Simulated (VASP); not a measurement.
Write the native input for VASP 6.6.1 that does the following.

```yaml
Task: single point
Functional: LDA
Potentials_or_basis: VASP PAW LDA potentials, release 64 (Hf_pv)
Cutoff: 520 eV
k_mesh: 18 × 18 × 18
Occupations: gaussian, width 0.15 eV
Spin: no spin polarisation
Dipole_correction: no
Further_INCAR_settings: ALGO = Fast; EDIFF = 1e-07; NBANDS = 11
```

The structure of Hf lies in POSCAR:

```
Hf
1.0
    0.0000000000      2.3216409661      2.0709473406
    2.1472454006      0.0000000000      2.0709473406
    2.1472454006      2.3216409661      0.0000000000
Hf
1
Direct
    0.0000000000      0.0000000000      0.0000000000
```

This cell differs from its parent crystal: strain +e along x and -e along y -0.0400, strain +e along z and -e/2 along x and y -0.0500.

These files were run (other wordings do the same):

INCAR

```
PREC = Accurate ; ENCUT = 520
EDIFF = 1E-7 ; ISMEAR = 0
SIGMA = 0.15 ; LREAL = F
LASPH = T ; NELM = 100
ALGO = Fast ; ISIF = 2
LWAVE = F ; LCHARG = T
LELF = T ; LVHAR = T
NBANDS = 11
```

KPOINTS

```
Automatic mesh
0
Gamma
  18 18 18
```

Potentials or basis: VASP PAW LDA potentials, release 64 (Hf_pv).

The run is started by

```bash
$ cat potpaw_LDA.64/Hf_pv/POTCAR > POTCAR
$ mpirun -np 1 vasp_std > vasp.out
```

Results of the run:

- Pressure: 0.3 GPa
- Band gap on the k mesh: zero (bands 5 and 6 overlap by 1.79 eV)

Caveat: the cell differs from its parent crystal (strain +e along x and -e along y -0.0400, strain +e along z and -e/2 along x and y -0.0500); the stress differs along the axes, from -3 to 3 GPa; spin-orbit coupling is left out, which moves the levels of the heavy elements.

Run time: 120 s on 1 thread of Intel(R) Xeon(R) Platinum 8259CL CPU @ 2.50GHz (Skylake/Cascade Lake), on a shared host, peak memory 0.3 GiB.
